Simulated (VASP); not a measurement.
PtS2:

```
CELL_PARAMETERS angstrom
3.66955 0.00000 0.00000
-1.83478 3.17792 0.00000
0.00000 0.00000 6.66549
ATOMIC_POSITIONS crystal
Pt 0.00000 0.00000 0.00000
S 0.33333 0.66667 0.18895
S 0.66667 0.33333 0.81105
```

- Program: VASP 6.6.1
- Task: relaxation of the atoms
- Functional: PBE
- Potentials or basis: VASP PAW PBE potentials, release 64 (Pt, S)
- Cutoff: 520 eV
- k mesh: 12 × 12 × 6
- Occupations: gaussian, width 0.05 eV
- Spin: no spin polarisation

At the start: pressure -6.7 GPa; volume 25.91 Å³/atom.

Task: Where does the relaxation end?

Result: Over 3 steps the energy falls by 26.6 meV/atom at a fixed cell; space group P-3m1 (No. 164, to 0.1 Å) before and after.

The path:
| step | energy change (eV) | largest force (eV/Å) | pressure (GPa) |
| --- | --- | --- | --- |
| 1 | 0.0000 | 0.9183 | -6.75 |
| 2 | -0.0611 | 0.4549 | -4.81 |
| 3 | -0.0799 | 0.0055 | -2.89 |

Final structure:
```yaml
crystal:
  lattice:
    - [3.66955, 0.00000, 0.00000]
    - [-1.83478, 3.17792, 0.00000]
    - [0.00000, 0.00000, 6.66549]
  atoms:
    - { symbol: Pt, position: [0.00000, 0.00000, 0.00000] }
    - { symbol: S, position: [0.33333, 0.66667, 0.17625] }
    - { symbol: S, position: [0.66667, 0.33333, 0.82375] }
```

Caveat: this functional lacks dispersion, which binds layers or chains, so the pressure and a relaxed spacing across them are unreliable.
